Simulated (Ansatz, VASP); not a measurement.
# Rb: VASP beside Ansatz

Contents of INCAR:

```
PREC = Accurate
ENCUT = 520
EDIFF = 1E-6
ISMEAR = 0
SIGMA = 0.15
LREAL = False
LASPH = True
NELM = 60
ALGO = Fast
ISIF = 2
LWAVE = False
LCHARG = False
GGA = PE
NBANDS = 10
```

KPOINTS

```
regular mesh
0
Gamma
  12 12 12
```

Contents of POSCAR:

```
Rb
1.0
   -2.8060000000      2.9638375000      2.9638375000
    2.8060000000     -2.6481625000      2.6481625000
    2.8060000000      2.6481625000     -2.6481625000
Rb
1
Direct
    0.0000000000      0.0000000000      0.0000000000
```

Input for Ansatz:

```yaml
crystal:
  lattice:
    - [-2.806, 2.9638375, 2.9638375]
    - [2.806, -2.6481625, 2.6481625]
    - [2.806, 2.6481625, -2.6481625]
  atoms:
    - { symbol: Rb, position: [0.0, 0.0, 0.0] }
basis:
  ecutwfc: 420
kpoints:
  mp_grid: { grid: [12, 12, 12] }
hamiltonian:
  xc: pbe
scf:
  occupations: { method: gaussian, width: 0.15 }
output:
  forces: true
  stress: true
  eigenvalues: true
```

Change from the starting cell: strain +0.1125 x Voigt [0, 0, 0, 1, 0, 0], atoms carried along.

Alike in both runs: task single point; functional PBE; k mesh 12 × 12 × 12; occupations gaussian, width 0.15 eV; no spin polarisation.

|  | VASP | Ansatz |
| --- | --- | --- |
| version | VASP 6.6.1 | Ansatz 0.2.0 |
| potentials or method | VASP PAW PBE potentials, release 64 (Rb_sv), cutoff 520 eV | scalar-relativistic, plane waves, PAW |
| valence electrons in the cell | 9 | 9 |

|  | VASP | Ansatz | Ansatz less VASP |
| --- | --- | --- | --- |
| gap on the k mesh at the Fermi level (eV) | none | none | - |
| pressure (GPa) | 0.1 | 0.1 | 0.00 |
| traceless stress, the component that is largest in VASP (GPa) | -0.23 | -0.23 | 0.000 |

A gap of «none» marks a metal or a gap that the smearing closes.
